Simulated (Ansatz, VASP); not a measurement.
# One calculation of BN, two programs

```xyz
2
Lattice="1.2531 0.7235 3.2949 -1.2531 0.7235 3.2949 0.0000 -1.4469 3.2949" Properties=species:S:1:pos:R:3 pbc="T T T"
B     0.0000    0.0000    9.8817
N     0.0000    0.0000    3.2890
```

Alike in both runs: task single point; functional PBE; dispersion D3(BJ); k mesh 12 × 12 × 12; occupations gaussian, width 0.05 eV; no spin polarisation.

|  | VASP | Ansatz |
| --- | --- | --- |
| version | VASP 6.6.1 | Ansatz 0.2.0 |
| potentials or method | VASP PAW PBE potentials, release 64 (B, N), cutoff 520 eV | scalar-relativistic, plane waves, PAW |
| valence electrons in the cell | 8 | 8 |

Ansatz gave:

| Item | Value |
| --- | --- |
| gap on the k mesh at the Fermi level (eV) | 4.24 |
| least direct gap on the mesh (eV) | 4.69 |
| pressure (GPa) | 0.0 |
| traceless stress, the component that is largest in VASP (GPa) | -0.01 |

Question: What did VASP give for the same quantities?

Answer: gap on the k mesh at the Fermi level (eV): 4.23; least direct gap on the mesh (eV): 4.69; pressure (GPa): 0.1; traceless stress, the component that is largest in VASP (GPa): -0.22.
